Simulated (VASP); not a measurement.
# Ge (Fd-3m) in VASP: notebook, part 2 of 2

VASP 6.6.1. The steps go on from the part before.

## 3. Relaxation of cell and atoms, PBEsol

This run uses another cell than the first one, of 22.64 Å³/atom, 0.934 times its volume.

Contents of INCAR:

```
SYSTEM = Ge
PREC = Accurate
ENCUT = 600
EDIFF = 1E-7
ISMEAR = 0
SIGMA = 0.1
LREAL = .FALSE.
LASPH = .TRUE.
NELM = 80
ALGO = Normal
ISIF = 3
LWAVE = .FALSE.
LCHARG = .FALSE.
GGA = PS
IBRION = 2
NSW = 100
EDIFFG = -0.005
```

Contents of KPOINTS:

```
Automatic mesh
0
G
  14 14 14
  0 0 0
```

Contents of POSCAR:

```
Ge
1.0
    0.0000000000      2.8289100000      2.8289100000
    2.8289100000      0.0000000000      2.8289100000
    2.8289100000      2.8289100000      0.0000000000
Ge
2
Direct
    0.0000000000      0.0000000000      0.0000000000
    0.2500000000      0.2500000000      0.2500000000
```

Potentials or basis: VASP PAW PBE potentials, release 64 (Ge_d).

Started as:

```
cat potpaw_PBE.64/Ge_d/POTCAR > POTCAR
mpirun -np 1 vasp_std > vasp.out
```

OUTCAR:

```text
SYSTEM = Ge
   PREC = Accurate
   ENCUT = 600
   EDIFF = 1E-7
   ISMEAR = 0
   LREAL = .FALSE.
   LASPH = .TRUE.
   NELM = 80
   ISIF = 3
   GGA = PS
   IBRION = 2
   NSW = 100
   EDIFFG = -0.005

 ion  position               nearest neighbor table
   1  0.000  0.000  0.000-   2 2.45   2 2.45   2 2.45   2 2.45
   2  0.250  0.250  0.250-   1 2.45   1 2.45   1 2.45   1 2.45

  LATTYP: Found a face centered cubic cell.
 ALAT       =     5.6578200000

  Lattice vectors:

 A1 = (   0.0000000000,   2.8289100000,   2.8289100000)
 A2 = (   2.8289100000,   0.0000000000,   2.8289100000)
 A3 = (   2.8289100000,   2.8289100000,   0.0000000000)

Analysis of symmetry for initial positions (statically):
=====================================================================
 Subroutine PRICEL returns:
 Original cell was already a primitive cell.

 Routine SETGRP: Setting up the symmetry group for a
 face centered cubic supercell.

 Subroutine GETGRP returns: Found 48 space group operations
 (whereof 24 operations were pure point group operations)
 out of a pool of 48 trial point group operations.

The static configuration has the point symmetry T_d .
 The point group associated with its full space group is O_h .

Analysis of symmetry for dynamics (positions and initial velocities):
=====================================================================
 Subroutine PRICEL returns:
 Original cell was already a primitive cell.

 Routine SETGRP: Setting up the symmetry group for a
 face centered cubic supercell.

 Subroutine GETGRP returns: Found 48 space group operations
 (whereof 24 operations were pure point group operations)
 out of a pool of 48 trial point group operations.

The dynamic configuration has the point symmetry T_d .
 The point group associated with its full space group is O_h .

[... 123 lines left out ...]
   GGA     = PS    functional components
   LHFCALC =     F    Hartree Fock is set to
   AEXX    =    0.0000 exact exchange contribution
   IVDW    =     0    specifies the selected vdW correction
   LEPSILON=     F    determine dielectric tensor
   LRPA    =     F    only Hartree local field effects (RPA)
 conjugate gradient relaxation of ions
 non-spin polarized calculation
 Gauss-broadening in eV      SIGMA  =   0.10
  energy-cutoff  :      600.00
  volume of cell :       45.28
 maximum number of plane-waves:      1526
   NGX = 15   NGY = 15   NGZ = 15

--------------------------------------- Ionic step        1  -------------------------------------------

 number of electron      28.0000013 magnetization

 Free energy of the ion-electron system (eV)
  ---------------------------------------------------
  ext. energy  EPLUGINS =         0.00000000
  ---------------------------------------------------
  free energy    TOTEN  =        -9.87396686 eV

  energy without entropy =       -9.87377845  energy(sigma->0) =       -9.87387266

------------------------ aborting loop because EDIFF is reached ----------------------------------------

  FORCE on cell =-STRESS in cart. coord.  units (eV):
  Direction    XX          YY          ZZ          XY          YZ          ZX
  --------------------------------------------------------------------------------------
  -------------------------------------------------------------------------------------
  Total        0.1648337      0.1648337      0.1648337      0.0000000      0.0000000     -0.0000000
  in kB        5.8326932      5.8326932      5.8326932      0.0000000      0.0000000     -0.0000000
  external PRESSURE =       5.8326932 kB  Pullay stress =       0.0000000 kB
[... 95 lines left out ...]
--------------------------------------- Ionic step        4  -------------------------------------------

 number of electron      28.0000019 magnetization

 Free energy of the ion-electron system (eV)
  ---------------------------------------------------
  ext. energy  EPLUGINS =         0.00000000
  ---------------------------------------------------
  free energy    TOTEN  =        -9.87471787 eV

  energy without entropy =       -9.87448948  energy(sigma->0) =       -9.87460367

 E-fermi :   4.7981     XC(G=0): -10.0887

 val. band max:        4.7789217401   @ k =   0.0000   0.0000   0.0000
 cond. band min:       4.8760467046   @ k =   0.5000   0.0000   0.0000
 fundamental gap:      0.0971249646
 Fermi energy:         4.7980818714

 k-point     1 :       0.0000    0.0000    0.0000
  band No.  band energies     occupation
      1     -19.9723      2.00000
      2     -19.9723      2.00000
      3     -19.9723      2.00000
      4     -19.9363      2.00000
      5     -19.9363      2.00000
      6     -19.7288      2.00000
[... 481 lines left out ...]
      5     -19.8852      2.00000
      6     -19.7921      2.00000
[... 10 lines left out ...]
     17       9.6395      0.00000
     18       9.6469      0.00000

 [... further k-points ...]

------------------------ aborting loop because EDIFF is reached ----------------------------------------

  FORCE on cell =-STRESS in cart. coord.  units (eV):
  Direction    XX          YY          ZZ          XY          YZ          ZX
  --------------------------------------------------------------------------------------
  -------------------------------------------------------------------------------------
  Total        0.0079032      0.0079032      0.0079032      0.0000000      0.0000000     -0.0000000
  in kB        0.2773021      0.2773021      0.2773021      0.0000000      0.0000000     -0.0000000
  external PRESSURE =       0.2773021 kB  Pullay stress =       0.0000000 kB
[... 17 lines left out ...]
  FREE ENERGIE OF THE ION-ELECTRON SYSTEM (eV)
  ---------------------------------------------------
  free  energy   TOTEN  =        -9.8747178679 eV

  energy  without entropy=       -9.8744894803  energy(sigma->0) =       -9.87460367

 reached required accuracy - stopping structural energy minimisation
```

CONTCAR:

```text
Ge
   1.00000000000000
     0.0000000000000000    2.8368996800855859    2.8368996800855859
     2.8368996800855859   -0.0000000000000000    2.8368996800855859
     2.8368996800855859    2.8368996800855859    0.0000000000000000
  Ge
     2
Direct
     0.0000000000000000    0.0000000000000000    0.0000000000000000
     0.2500000000000000    0.2500000000000000    0.2500000000000000

  0.00000000E+00  0.00000000E+00  0.00000000E+00
  0.00000000E+00  0.00000000E+00  0.00000000E+00
```

Wall time 7.5 min (1 thread of AMD EPYC 7R13, shared host); peak memory 0.21 GiB.

Results:

- Free energy: -9.8747 eV
- Relaxed volume: 22.83 Å³/atom
- Relaxed cell: a = 4.012 Å, b = 4.012 Å, c = 4.012 Å, α = 60.00°, β = 60.00°, γ = 60.00°
- Space group after relaxing (to 0.05 Å): Fd-3m (No. 227)
- Energy gained by relaxing: 0.4 meV/atom
- Ionic steps: 4
- Pressure after relaxing: 0.0 GPa
- Band gap on the k mesh: zero (filled and empty bands touch)

Step by step:
| step | energy change (eV) | largest force (eV/Å) | pressure (GPa) | volume (Å³) |
| --- | --- | --- | --- | --- |
| 1 | 0.0000 | 0.0000 | 0.58 | 45.28 |
| 2 | -0.0007 | 0.0000 | -0.10 | 45.82 |
| 3 | -0.0007 | 0.0000 | -0.06 | 45.70 |
| 4 | -0.0008 | 0.0000 | 0.03 | 45.66 |

Final structure:
```yaml
crystal:
  lattice:
    - [0.00000, 2.83690, 2.83690]
    - [2.83690, 0.00000, 2.83690]
    - [2.83690, 2.83690, 0.00000]
  atoms:
    - { symbol: Ge, position: [0.00000, 0.00000, 0.00000] }
    - { symbol: Ge, position: [0.25000, 0.25000, 0.25000] }
```

Caveat: the PAW data sets were made with another functional, which shifts forces and pressure a little.
